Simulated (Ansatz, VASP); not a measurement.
**Be2Ga2C3: VASP beside Ansatz**

```
CELL_PARAMETERS angstrom
2.68222 1.54858 3.29387
-2.68222 1.54858 3.29387
0.00000 -3.09716 3.29387
ATOMIC_POSITIONS crystal
Be 0.23666 0.23666 0.23666
Be 0.76334 0.76334 0.76334
Ga 0.00000 0.00000 0.00000
Ga 0.50000 0.50000 0.50000
C 0.00000 0.00000 0.50000
C 0.50000 0.00000 0.00000
C 0.00000 0.50000 0.00000
```

Alike in both runs: task relaxation of cell and atoms; functional PBE; k mesh 9 × 9 × 9; occupations gaussian, width 0.1 eV; no spin polarisation.

```csv
,VASP,Ansatz
version,VASP 6.6.1,Ansatz 0.2.0
potentials or method,"VASP PAW PBE potentials, release 64 (Be, Ga_d, C), cutoff 600 eV","scalar-relativistic, plane waves, PAW"
valence electrons in the cell,42,42
```

```tsv
	VASP	Ansatz	Ansatz less VASP
gap on the k mesh at the Fermi level, each at its own relaxed structure (eV)	none	none	-
relaxed volume (Å³/atom)	11.52	11.51	-0.018
relaxed cell length with the largest relative difference (Å)	4.506	4.505	-0.0014
```

A gap of «none» marks a metal or a gap that the smearing closes.
